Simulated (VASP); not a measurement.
# W (R-3m) in VASP: further runs

W is run at these levels: PBEsol; tasks: single point.

All numbers are computed with VASP 6.6.1; they aren't measurements. Logs are shortened: lines on timing, memory, paths and dates and some standing lists are left out, and cuts for length are marked.

**1. The cell of the first run**

The structure is trigonal, space group R-3m (No. 166). The conventional cell has a = 5.692 Å, b = 5.692 Å, c = 1.743 Å, α = 90.00°, β = 90.00°, γ = 120.00°. Within 2.3 Å of W (site symmetry -3m) lie 2 W at 1.74 Å.

**2. Single point, PBEsol**

Contents of INCAR:

```
  PREC = Accurate
  ENCUT = 520
  EDIFF = 1E-6
  ISMEAR = 0
  SIGMA = 0.15
  LREAL = False
  LASPH = True
  NELM = 60
  ALGO = Fast
  ISIF = 2
  LWAVE = False
  LCHARG = False
  GGA = PS
  NBANDS = 13
```

Contents of KPOINTS:

```
Automatic mesh
0
Gamma
  24 24 24
```

Contents of POSCAR:

```
W
1.0
   -2.3478838752      1.6770599108      1.6770599108
    1.6770599108     -2.3478838752      1.6770599108
    1.6770599108      1.6770599108     -2.3478838752
W
1
Direct
    0.0000000000      0.0000000000      0.0000000000
```

Potentials or basis: VASP PAW PBE potentials, release 64 (W_sv).

Run with:

```
$ cat potpaw_PBE.64/W_sv/POTCAR > POTCAR
$ mpirun -np 1 vasp_std > vasp.out
```

OUTCAR:

```text
PREC = Accurate
   ENCUT = 520
   EDIFF = 1E-6
   ISMEAR = 0
   LREAL = False
   LASPH = True
   NELM = 60
   ISIF = 2
   GGA = PS

 ion  position               nearest neighbor table
   1  0.000  0.000  0.000-

  LATTYP: Found a trigonal (rhomboedric) cell.
 ALAT       =     3.3373070851
 COS(alpha) =    -0.4545454546

  Lattice vectors:

 A1 = (  -2.3478838752,   1.6770599108,   1.6770599108)
 A2 = (   1.6770599108,  -2.3478838752,   1.6770599108)
 A3 = (   1.6770599108,   1.6770599108,  -2.3478838752)

Analysis of symmetry for initial positions (statically):
=====================================================================
 Subroutine PRICEL returns:
 Original cell was already a primitive cell.

 Routine SETGRP: Setting up the symmetry group for a
 trigonal (rhombohedral) supercell.

 Subroutine GETGRP returns: Found 12 space group operations
 (whereof 12 operations were pure point group operations)
 out of a pool of 12 trial point group operations.

The static configuration has the point symmetry D_3d.

Analysis of symmetry for dynamics (positions and initial velocities):
=====================================================================
 Subroutine PRICEL returns:
 Original cell was already a primitive cell.

 Routine SETGRP: Setting up the symmetry group for a
 trigonal (rhombohedral) supercell.

 Subroutine GETGRP returns: Found 12 space group operations
 (whereof 12 operations were pure point group operations)
 out of a pool of 12 trial point group operations.

The dynamic configuration has the point symmetry D_3d.

 Subroutine INISYM returns: Found 12 space group operations
 (whereof 12 operations are pure point group operations),
 and found     1 'primitive' translations

----------------------------------------------------------------------------------------

                                     Primitive cell

  volume of cell :      16.3012

  direct lattice vectors                    reciprocal lattice vectors
    -2.347883875  1.677059911  1.677059911     0.165633783  0.414084458  0.414084458
     1.677059911 -2.347883875  1.677059911     0.414084458  0.165633783  0.414084458
     1.677059911  1.677059911 -2.347883875     0.414084458  0.414084458  0.165633783

  length of vectors
     3.337307085  3.337307085  3.337307085     0.608577380  0.608577380  0.608577380

  position of ions in fractional coordinates (direct lattice)
     0.000000000  0.000000000  0.000000000

  ion indices of the primitive-cell ions
   primitive index   ion index
                 1           1

----------------------------------------------------------------------------------------

 KPOINTS: Automatic mesh

Automatic generation of k-mesh.
 Grid dimensions read from file:
 generate k-points for:   24   24   24

 Generating k-lattice:

  Cartesian coordinates                     Fractional coordinates (reciprocal lattice)
     0.006901408  0.017253519  0.017253519     0.041666667  0.000000000  0.000000000
     0.017253519  0.006901408  0.017253519     0.000000000  0.041666667  0.000000000
     0.017253519  0.017253519  0.006901408     0.000000000  0.000000000  0.041666667

  Length of vectors
     0.025357391  0.025357391  0.025357391

  Shift w.r.t. Gamma in fractional coordinates (k-lattice)
     0.000000000  0.000000000  0.000000000

 Subroutine IBZKPT returns following result:
 ===========================================

 Found   1313 irreducible k-points:

 Following reciprocal coordinates:
            Coordinates               Weight
  0.000000  0.000000  0.000000      1.000000
  0.041667  0.000000  0.000000      6.000000
  0.083333  0.000000  0.000000      6.000000
  0.125000  0.000000  0.000000      6.000000
  0.166667  0.000000  0.000000      6.000000
  0.208333  0.000000 -0.000000      6.000000
[... 16 lines left out ...]
  0.416667  0.041667  0.000000     12.000000
  0.458333  0.041667  0.000000     12.000000
 [... further k-points ...]
   k-points           NKPTS =   1313   k-points in BZ     NKDIM =   1313   number of bands    NBANDS=     13
   number of dos      NEDOS =    301   number of ions     NIONS =      1
   total plane-waves  NPLWV =  21952
   dimension x,y,z NGX =    28 NGY =   28 NGZ =   28
   dimension x,y,z NGXF=    56 NGYF=   56 NGZF=   56
   ions per type =               1
   NGX,Y,Z   is equivalent  to a cutoff of  13.95, 13.95, 13.95 a.u.
   NGXF,Y,Z  is equivalent  to a cutoff of  27.90, 27.90, 27.90 a.u.
 SYSTEM =  unknown system
   PREC   = accura    normal or accurate (medium, high low for compatibility)
   ISTART =      0    job   : 0-new  1-cont  2-samecut
   ICHARG =      2    charge: 1-file 2-atom 10-const
   ISPIN  =      1    spin polarized calculation?
   LNONCOLLINEAR =      F non collinear calculations
   LSORBIT =      F    spin-orbit coupling
   LASPH  =      T    aspherical Exc in radial PAW
   ENCUT  =  520.0 eV  38.22 Ry    6.18 a.u.   6.21  6.21  6.21*2*pi/ulx,y,z
   NELM   =     60;   NELMIN=  2; NELMDL= -5     # of ELM steps
   EDIFF  = 0.1E-05   stopping-criterion for ELM
   LREAL  =      F    real-space projection
   EDIFFG = 0.1E-04   stopping-criterion for IOM
   NSW    =      0    number of steps for IOM
   IBRION =     -1    ionic relax: 0-MD 1-quasi-New 2-CG
   NFREE  =      0    steps in history (QN), initial steepest desc. (CG)
   ISIF   =      2    stress and relaxation
   ISYM   =      2    0-nonsym 1-usesym 2-fastsym
   POTIM  = 0.5000    time-step for ionic-motion
   TEBEG  =    0.0;   TEEND  =   0.0 temperature during run
   PSTRESS=    0.0 pullay stress
   NELECT =      14.0000    total number of electrons
   NUPDOWN=      -1.0000    fix difference up-down
   EMIN   =  10.00;   EMAX   =-10.00  energy-range for DOS
   EFERMI =   0.00;   METHOD = LEGACY
   ISMEAR =     0;   SIGMA  =   0.15  broadening in eV -4-tet -1-fermi 0-gaus
   EFERMI_NEDOS =   21; number of points for ismear=-14 and -15
   IALGO  =     68    algorithm
   IMIX   =      4    mixing-type and parameters
     AMIX     =   0.40;   BMIX     =  1.00
     AMIX_MAG =   1.60;   BMIX_MAG =  1.00
  volume/ion in A,a.u.               =      16.30       110.01
  Fermi-wavevector in a.u.,A,eV,Ry     =   1.556125  2.940649 32.946829  2.421524
  Thomas-Fermi vector in A             =   2.659966
   LORBIT       =      0    0 simple, 1 ext, 2 COOP (PROOUT), +10 PAW based schemes
   GGA     = PS    functional components
   LHFCALC =     F    Hartree Fock is set to
   AEXX    =    0.0000 exact exchange contribution
   IVDW    =     0    specifies the selected vdW correction
   LEPSILON=     F    determine dielectric tensor
   LRPA    =     F    only Hartree local field effects (RPA)
 non-spin polarized calculation
 RMM-DIIS sequential band-by-band and
 Gauss-broadening in eV      SIGMA  =   0.15
  energy-cutoff  :      520.00
  volume of cell :       16.30
 maximum number of plane-waves:       477
 NGX is ok and might be reduce to    28
   NGX = 13   NGY = 13   NGZ = 13

 number of electron      14.0000002 magnetization

 Free energy of the ion-electron system (eV)
  ---------------------------------------------------
  ext. energy  EPLUGINS =         0.00000000
  ---------------------------------------------------
  free energy    TOTEN  =        -1.70697474 eV

  energy without entropy =       -1.69929701  energy(sigma->0) =       -1.70313587

 E-fermi :  10.5479     XC(G=0): -12.9936

 val. band max:       10.5472764630   @ k =   0.3750   0.1667   0.1250
 cond. band min:      10.5504022901   @ k =  -0.4167   0.0417   0.0417
 fundamental gap:      0.0031258271
 Fermi energy:        10.5479484625

 k-point     1 :       0.0000    0.0000    0.0000
  band No.  band energies     occupation
      1     -66.9295      2.00000
      2     -29.7769      2.00000
      3     -29.7769      2.00000
      4     -20.3713      2.00000
      5       0.6363      2.00000
      6       5.2020      2.00000
      7       6.5780      2.00000
      8       6.5780      2.00000
      9      18.7487      0.00000
     10      25.2632      0.00000
     11      25.2632      0.00000
     12      26.9975      0.00000
     13      26.9975      0.00000

 k-point     2 :       0.0417    0.0000    0.0000
  band No.  band energies     occupation
      1     -66.8619      2.00000
      2     -29.7286      2.00000
      3     -29.7274      2.00000
      4     -20.8433      2.00000
      5       0.7923      2.00000
      6       5.7592      2.00000
      7       6.6432      2.00000
      8       6.6686      2.00000
      9      18.8692      0.00000
     10      23.3747      0.00000
     11      23.4112      0.00000
     12      28.2367      0.00000
     13      28.2995      0.00000

 k-point     3 :       0.0833    0.0000    0.0000
  band No.  band energies     occupation
      1     -66.6616      2.00000
      2     -29.5849      2.00000
      3     -29.5805      2.00000
      4     -22.1381      2.00000
      5       1.2065      2.00000
      6       6.8383      2.00000
      7       6.9386      2.00000
      8       7.3595      2.00000
      9      19.2285      0.00000
     10      20.5679      0.00000
     11      20.6532      0.00000
     12      29.0916      0.00000
     13      29.4199      0.00000

 k-point     4 :       0.1250    0.0000    0.0000
  band No.  band energies     occupation
      1     -66.3345      2.00000
      2     -29.3504      2.00000
      3     -29.3406      2.00000
      4     -23.9947      2.00000
      5       1.8118      2.00000
      6       7.1626      2.00000
      7       7.3849      2.00000
      8       9.7944      2.00000
      9      17.6581      0.00000
     10      17.7779      0.00000
     11      19.8209      0.00000
     12      29.1597      0.00000
     13      29.8494      0.00000

 k-point     5 :       0.1667    0.0000    0.0000
  band No.  band energies     occupation
      1     -65.8912      2.00000
      2     -29.0326      2.00000
      3     -29.0161      2.00000
      4     -26.1640      2.00000
      5       2.5884      2.00000
      6       7.6127      2.00000
      7       7.9992      2.00000
      8      12.7722      0.00000
      9      14.8478      0.00000
     10      14.9560      0.00000
     11      20.6318      0.00000
     12      28.9307      0.00000
     13      29.9474      0.00000
[... 257 lines left out ...]
 k-point    22 :       0.3750    0.0417    0.0000
  band No.  band energies     occupation
      1     -62.2450      2.00000
      2     -37.8697      2.00000
      3     -26.4583      2.00000
      4     -26.4114      2.00000
      5       2.2822      2.00000
      6       2.7921      2.00000
      7      10.9781      0.00005
      8      12.6263      0.00000
      9      13.8236      0.00000
     10      21.3824      0.00000
     11      24.2391      0.00000
     12      28.4203      0.00000
     13      30.2964      0.00000

 k-point    23 :       0.4167    0.0417    0.0000
  band No.  band energies     occupation
      1     -61.8996      2.00000
      2     -38.6865      2.00000
      3     -26.2300      2.00000
      4     -26.1784      2.00000
      5       1.5527      2.00000
      6       2.0692      2.00000
      7      12.7583      0.00000
      8      13.2893      0.00000
      9      14.7213      0.00000
     10      19.2514      0.00000
     11      23.3330      0.00000
     12      28.0312      0.00000
     13      30.7176      0.00000

 k-point    24 :       0.4583    0.0417    0.0000
  band No.  band energies     occupation
      1     -61.7776      2.00000
      2     -38.9670      2.00000
      3     -26.1536      2.00000
      4     -26.0981      2.00000
      5       1.2929      2.00000
      6       1.8248      2.00000
      7      13.4896      0.00000
      8      13.8936      0.00000
      9      15.7688      0.00000
     10      17.3420      0.00000
     11      22.9176      0.00000
     12      27.5982      0.00000
     13      30.3448      0.00000

 [... further k-points ...]

------------------------ aborting loop because EDIFF is reached ----------------------------------------

  FORCE on cell =-STRESS in cart. coord.  units (eV):
  Direction    XX          YY          ZZ          XY          YZ          ZX
  --------------------------------------------------------------------------------------
  -------------------------------------------------------------------------------------
  Total       24.4844769     24.4844769     24.4844769     26.4316956     26.4316956     26.4316956
  in kB     2406.4782808   2406.4782808   2406.4782808   2597.8623726   2597.8623726   2597.8623726
  external PRESSURE =    2406.4782808 kB  Pullay stress =       0.0000000 kB

 VOLUME and BASIS-vectors are now :
 -----------------------------------------------------------------------------
  energy-cutoff  :      520.00
  volume of cell :       16.30
      direct lattice vectors                 reciprocal lattice vectors
    -2.347883875  1.677059911  1.677059911     0.165633783  0.414084458  0.414084458
     1.677059911 -2.347883875  1.677059911     0.414084458  0.165633783  0.414084458
     1.677059911  1.677059911 -2.347883875     0.414084458  0.414084458  0.165633783

 POSITION                                       TOTAL-FORCE (eV/Angst)
 -----------------------------------------------------------------------------------
      0.00000      0.00000      0.00000        -0.000000      0.000000     -0.000000
 -----------------------------------------------------------------------------------
    total drift:                                0.000000     -0.000000     -0.000000

  FREE ENERGIE OF THE ION-ELECTRON SYSTEM (eV)
  ---------------------------------------------------
  free  energy   TOTEN  =        -1.7069747352 eV

  energy  without entropy=       -1.6992970146  energy(sigma->0) =       -1.70313587
```

Run time: 11 min. Hardware: 1 thread of Intel Xeon 8259CL, shared host; peak memory 0.4 GiB.

Results:

- Free energy: -1.7070 eV
- Pressure: 240.6 GPa
- Band gap on the k mesh: zero (bands 7 and 8 overlap by 7.84 eV)

Caveat: atoms lie so close that the PAW spheres overlap strongly, which falsifies energies and pressures; the cell stands under pressure; the PAW data sets were made with another functional, which shifts forces and pressure a little; spin-orbit coupling is left out, which moves the levels of the heavy elements.

(Continued in part 2 of 3.)
